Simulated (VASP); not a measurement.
Input of a VASP 6.6.1 run:

The input INCAR:

```
PREC = Accurate ; ENCUT = 520
EDIFF = 1E-7 ; ISMEAR = -1
SIGMA = 0.1 ; LREAL = F
LASPH = T ; NELM = 100
ALGO = Normal ; ISIF = 2
LWAVE = F ; LCHARG = F
GGA = RE ; NBANDS = 18
```

The input KPOINTS:

```
regular mesh
0
Gamma
  12 12 12
```

File POSCAR:

```
Lu
1.0
    0.0000000000      2.4034676272      2.4034676272
    2.4034676272      0.0000000000      2.4034676272
    2.4034676272      2.4034676272      0.0000000000
Lu
1
Direct
    0.0000000000      0.0000000000      0.0000000000
```

Potentials or basis: VASP PAW PBE potentials, release 64 (Lu).

The run is started by

```bash
$ cat potpaw_PBE.64/Lu/POTCAR > POTCAR
$ mpirun -np 1 vasp_std > vasp.out
```

Q: What does it give for the pressure?

A: 3.9 GPa.

Caveat: the PAW data sets were made with another functional, which shifts forces and pressure a little.
